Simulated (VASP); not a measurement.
Crystal: AlN.

```xyz
4
Lattice="3.1130 0.0000 0.0000 -1.5565 2.6959 0.0000 0.0000 0.0000 4.9810" Properties=species:S:1:pos:R:3 pbc="T T T"
Al    1.5565    0.8986    2.4905
Al    0.0000    1.7973    0.0000
N     1.5565    0.8986    4.3833
N     0.0000    1.7973    1.8928
```

Program: VASP 6.6.1. Alike in all runs: task single point; no spin polarisation; cell as given; cutoff (eV) 520.

Task: Order these runs on this cell by their pressure, lowest first.
A. level PBE; potentials or basis VASP PAW PBE potentials, release 64 (Al, N); k mesh 10 × 10 × 6; smearing gaussian 0.017 eV
B. level PBE-based screened hybrid with 15 % exact exchange; potentials or basis VASP PAW PBE potentials, release 64 (Al, N); k mesh 6 × 6 × 3; smearing fermi-dirac 0.05 eV; grid for exact exchange (PRECFOCK) Normal; share of exact exchange 0.15; screening parameter 0.20787 1/Å
C. level PBE-based screened hybrid with 50 % exact exchange; potentials or basis VASP PAW PBE potentials, release 64 (Al, N); k mesh 6 × 6 × 3; smearing fermi-dirac 0.05 eV; grid for exact exchange (PRECFOCK) Normal; share of exact exchange 0.5; screening parameter 0.20787 1/Å
D. level LDA; potentials or basis VASP PAW LDA potentials, release 64 (Al, N); k mesh 10 × 10 × 6; smearing fermi-dirac 0.05 eV
E. level revPBE; potentials or basis VASP PAW PBE potentials, release 64 (Al, N); k mesh 10 × 10 × 6; smearing fermi-dirac 0.05 eV

Result: C (-6.8 GPa), D (-4.1 GPa), B (0.3 GPa), A (3.5 GPa), E (5.9 GPa).

Caveats: some runs use coarse meshes; the PAW data sets were made with another functional, which shifts forces and pressure a little (at least some runs); the cell stands under pressure (at least some runs); the cell stands under tension (at least some runs).
